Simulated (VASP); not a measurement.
Set up this calculation in VASP 6.6.1, as the native input.

```yaml
Task: single point
Functional: LDA
Potentials_or_basis: VASP PAW LDA potentials, release 64 (Sb, Mn_pv)
Cutoff: 520 eV
k_mesh: 7 × 7 × 5
Occupations: fermi-dirac, width 0.05 eV
Spin: collinear spin, ferromagnetic start
Starting_moments: "[0.0, 0.0, 4.0, 4.0] μB"
Dipole_correction: no
Further_INCAR_settings: ALGO = Normal; EDIFF = 1e-07; NBANDS = 30
```

The structure of MnSb lies in POSCAR:

```
MnSb
1.0
    4.1774842447      0.0000000000      0.0000000000
   -2.0887421223      3.6178074798      0.0000000000
    0.0000000000      0.0000000000      5.8182792613
Sb Mn
2 2
Direct
    0.6666666667      0.3333333333      0.7500000000
    0.3333333333      0.6666666667      0.2500000000
    0.0000000000      0.0000000000      0.5000000000
    0.0000000000      0.0000000000      0.0000000000
```

The input as run:

INCAR

```
SYSTEM = MnSb
ALGO = Normal
EDIFF = 1E-7
ENCUT = 520
GGA = CA
ISIF = 2
ISMEAR = -1
ISPIN = 2
LASPH = .TRUE.
LCHARG = .FALSE.
LMAXMIX = 4
LORBIT = 11
LREAL = .FALSE.
LWAVE = .FALSE.
MAGMOM = 0 0 4 4
NBANDS = 30
NELM = 150
PREC = Accurate
SIGMA = 0.05
```

KPOINTS

```
k-points
0
G
  7 7 5
  0 0 0
```

Potentials or basis: VASP PAW LDA potentials, release 64 (Sb, Mn_pv).

Run with:

```bash
$ cat potpaw_LDA.64/Sb/POTCAR potpaw_LDA.64/Mn_pv/POTCAR > POTCAR
$ mpirun -np 1 vasp_std > vasp.out
```

It gave:

| Item | Value |
| --- | --- |
| Pressure | -11.8 GPa |
| Net moment | 6.49 μB per cell |
| Site moments | Sb -0.10; Mn +3.25 μB |
| Valence electrons inside the program's atomic spheres | Sb 2.44; Mn 11.52 |

Caveat: the cell stands under tension; the run started ferromagnetic, and an antiferromagnetic order may lie lower in energy.

Wall time 2.1 min on 1 thread of Intel Xeon 8259CL (shared host), peak memory 0.25 GiB.
